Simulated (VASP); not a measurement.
# SnSe (zincblende type) (F-43m) in VASP: notebook, part 2 of 2

VASP 6.6.1. Earlier steps stand in the parts before.

## 3. Single point, PBE

Input file INCAR:

```
ALGO = Normal ; EDIFF = 1E-6
ENCUT = 520 ; GGA = PE
ISIF = 2 ; ISMEAR = -1
LASPH = True ; LCHARG = False
LREAL = False ; LWAVE = False
NBANDS = 17 ; NELM = 100
PREC = Accurate ; SIGMA = 0.1
```

Input file KPOINTS:

```
k-points
0
Gamma
  12 12 12
```

Input file POSCAR:

```
SnSe
1.0
    0.0000000000      3.1409260343      3.1409260343
    3.1409260343      0.0000000000      3.1409260343
    3.1409260343      3.1409260343      0.0000000000
Sn Se
1 1
Direct
    0.0000000000      0.0000000000      0.0000000000
    0.2500000000      0.2500000000      0.2500000000
```

Potentials or basis: VASP PAW PBE potentials, release 64 (Sn_d, Se).

Launch:

```console
cat potpaw_PBE.64/Sn_d/POTCAR potpaw_PBE.64/Se/POTCAR > POTCAR
mpirun -np 1 vasp_std > vasp.out
```

OUTCAR:

```text
EDIFF = 1E-6
   ENCUT = 520
   GGA = PE
   ISIF = 2
   ISMEAR = -1
   LASPH = True
   LREAL = False
   NELM = 100
   PREC = Accurate

 ion  position               nearest neighbor table
   1  0.000  0.000  0.000-   2 2.72   2 2.72   2 2.72   2 2.72
   2  0.250  0.250  0.250-   1 2.72   1 2.72   1 2.72   1 2.72

  LATTYP: Found a face centered cubic cell.
 ALAT       =     6.2818520686

  Lattice vectors:

 A1 = (   0.0000000000,   3.1409260343,   3.1409260343)
 A2 = (   3.1409260343,   0.0000000000,   3.1409260343)
 A3 = (   3.1409260343,   3.1409260343,   0.0000000000)

Analysis of symmetry for initial positions (statically):
=====================================================================
 Subroutine PRICEL returns:
 Original cell was already a primitive cell.

 Routine SETGRP: Setting up the symmetry group for a
 face centered cubic supercell.

 Subroutine GETGRP returns: Found 24 space group operations
 (whereof 24 operations were pure point group operations)
 out of a pool of 48 trial point group operations.

The static configuration has the point symmetry T_d .

Analysis of symmetry for dynamics (positions and initial velocities):
=====================================================================
 Subroutine PRICEL returns:
 Original cell was already a primitive cell.

 Routine SETGRP: Setting up the symmetry group for a
 face centered cubic supercell.

 Subroutine GETGRP returns: Found 24 space group operations
 (whereof 24 operations were pure point group operations)
 out of a pool of 48 trial point group operations.

The dynamic configuration has the point symmetry T_d .

 Subroutine INISYM returns: Found 24 space group operations
 (whereof 24 operations are pure point group operations),
 and found     1 'primitive' translations
[... 102 lines left out ...]
   ISYM   =      2    0-nonsym 1-usesym 2-fastsym
   POTIM  = 0.5000    time-step for ionic-motion
   TEBEG  =    0.0;   TEEND  =   0.0 temperature during run
   PSTRESS=    0.0 pullay stress
   NELECT =      20.0000    total number of electrons
   NUPDOWN=      -1.0000    fix difference up-down
   EMIN   =  10.00;   EMAX   =-10.00  energy-range for DOS
   EFERMI =   0.00;   METHOD = LEGACY
   ISMEAR =    -1;   SIGMA  =   0.10  broadening in eV -4-tet -1-fermi 0-gaus
   EFERMI_NEDOS =   21; number of points for ismear=-14 and -15
   IALGO  =     38    algorithm
   IMIX   =      4    mixing-type and parameters
     AMIX     =   0.40;   BMIX     =  1.00
     AMIX_MAG =   1.60;   BMIX_MAG =  1.00
  volume/ion in A,a.u.               =      30.99       209.11
  Fermi-wavevector in a.u.,A,eV,Ry     =   1.122924  2.122019 17.156387  1.260959
  Thomas-Fermi vector in A             =   2.259587
   LORBIT       =      0    0 simple, 1 ext, 2 COOP (PROOUT), +10 PAW based schemes
   GGA     = PE    functional components
   LHFCALC =     F    Hartree Fock is set to
   AEXX    =    0.0000 exact exchange contribution
   IVDW    =     0    specifies the selected vdW correction
   LEPSILON=     F    determine dielectric tensor
   LRPA    =     F    only Hartree local field effects (RPA)
 non-spin polarized calculation
  energy-cutoff  :      520.00
  volume of cell :       61.97
 maximum number of plane-waves:      1700
 NGX is ok and might be reduce to    36
   NGX = 17   NGY = 17   NGZ = 17

 number of electron      19.9999997 magnetization

 Free energy of the ion-electron system (eV)
  ---------------------------------------------------
  ext. energy  EPLUGINS =         0.00000000
  ---------------------------------------------------
  free energy    TOTEN  =        -7.33952185 eV

  energy without entropy =       -7.31496508  energy(sigma->0) =       -7.32724347

 E-fermi :   4.9001     XC(G=0):  -8.7713

 val. band max:        4.8791046870   @ k =  -0.4167   0.4167   0.1667
 cond. band min:       4.9836902413   @ k =  -0.2500   0.4167   0.1667
 fundamental gap:      0.1045855542
 Fermi energy:         4.9001180305

 k-point     1 :       0.0000    0.0000    0.0000
  band No.  band energies     occupation
      1     -16.9843      2.00000
      2     -16.9843      2.00000
      3     -16.9843      2.00000
      4     -16.9468      2.00000
      5     -16.9468      2.00000
      6      -9.7060      2.00000
[... 457 lines left out ...]
      4     -16.9463      2.00000
      5     -16.9452      2.00000
      6      -8.8705      2.00000
[... 9 lines left out ...]
     16      12.7134      0.00000
     17      13.9800      0.00000

 [... further k-points ...]
[... 5 lines left out ...]
  --------------------------------------------------------------------------------------
  -------------------------------------------------------------------------------------
  Total        3.8689987      3.8689987      3.8689987     -0.0000000      0.0000000      0.0000000
  in kB      100.0244189    100.0244189    100.0244189     -0.0000000      0.0000000      0.0000000
  external PRESSURE =     100.0244189 kB  Pullay stress =       0.0000000 kB

 VOLUME and BASIS-vectors are now :
 -----------------------------------------------------------------------------
  energy-cutoff  :      520.00
  volume of cell :       61.97
      direct lattice vectors                 reciprocal lattice vectors
     0.000000000  3.140926034  3.140926034    -0.159188722  0.159188722  0.159188722
     3.140926034  0.000000000  3.140926034     0.159188722 -0.159188722  0.159188722
     3.140926034  3.140926034  0.000000000     0.159188722  0.159188722 -0.159188722

 POSITION                                       TOTAL-FORCE (eV/Angst)
 -----------------------------------------------------------------------------------
      0.00000      0.00000      0.00000         0.000000      0.000000      0.000000
      1.57046      1.57046      1.57046        -0.000000     -0.000000     -0.000000
 -----------------------------------------------------------------------------------
    total drift:                                0.000000      0.000000      0.000000

  FREE ENERGIE OF THE ION-ELECTRON SYSTEM (eV)
  ---------------------------------------------------
  free  energy   TOTEN  =        -7.3395218512 eV

  energy  without entropy=       -7.3149650838  energy(sigma->0) =       -7.32724347
```

OSZICAR:

```text
N       E                     dE             d eps       ncg     rms          rms(c)
DAV:   1     0.137152613642E+03    0.13715E+03   -0.98220E+03  2457   0.138E+03
DAV:   2     0.660615185106E+01   -0.13055E+03   -0.12641E+03  2633   0.340E+02
DAV:   3    -0.716256902859E+01   -0.13769E+02   -0.13626E+02  2987   0.984E+01
DAV:   4    -0.753774059926E+01   -0.37517E+00   -0.37487E+00  2939   0.176E+01
DAV:   5    -0.754951447681E+01   -0.11774E-01   -0.11773E-01  3408   0.297E+00    0.486E+00
DAV:   6    -0.734806107049E+01    0.20145E+00   -0.46505E-01  3676   0.358E+00    0.315E+00
DAV:   7    -0.733988285754E+01    0.81782E-02   -0.75693E-02  2774   0.121E+00    0.127E+00
DAV:   8    -0.733934141406E+01    0.54144E-03   -0.63275E-03  3144   0.718E-01    0.173E-01
DAV:   9    -0.733945720644E+01   -0.11579E-03   -0.10020E-03  2993   0.267E-01    0.985E-02
DAV:  10    -0.733949572510E+01   -0.38519E-04   -0.11606E-04  2798   0.763E-02    0.262E-02
DAV:  11    -0.733952182956E+01   -0.26104E-04   -0.48223E-05  2799   0.501E-02    0.231E-02
DAV:  12    -0.733952185116E+01   -0.21594E-07   -0.33663E-06  3000   0.146E-02
   1 F= -.73395219E+01 E0= -.73272435E+01  d E =-.245568E-01
```

stdout:

```text
POSCAR found type information on POSCAR SnSe
 POSCAR found :  2 types and       2 ions
 scaLAPACK will be used
 LDA part: xc-table for (Slater+PW92), standard interpolation
 POSCAR, INCAR and KPOINTS ok, starting setup
 FFT: planning ... GRIDC
 FFT: planning ... GRID_SOFT
 FFT: planning ... GRID
 WAVECAR not read
 entering main loop
```

Wall time 99 s (1 thread of Intel Xeon 8259CL, shared host); peak memory 0.25 GiB.

Results:

```yaml
Free_energy: -7.3395 eV
Pressure: 10.0 GPa
Band_gap_on_the_k_mesh: zero (bands 10 and 11 overlap by 0.87 eV)
```

Levels at points of the mesh, in eV from the Fermi level:
```csv
k point,band 7,band 8,band 9,band 10,band 11,band 12,band 13,band 14
"(0.00, 0.00, 0.00)",-4.80,-2.95,-2.95,-2.95,1.37,1.37,1.37,5.01
"(0.50, 0.00, 0.00)",-8.05,-3.62,-3.62,-2.34,2.21,2.21,3.92,6.43
"(0.50, 0.50, 0.00)",-8.32,-4.52,-4.52,-0.70,-0.48,5.25,5.25,5.83
```

Caveat: the cell stands under pressure; spin-orbit coupling is left out, which moves the levels of the heavy elements.

The gap in the log of VASP goes by the Fermi energy; the results here count the filled bands.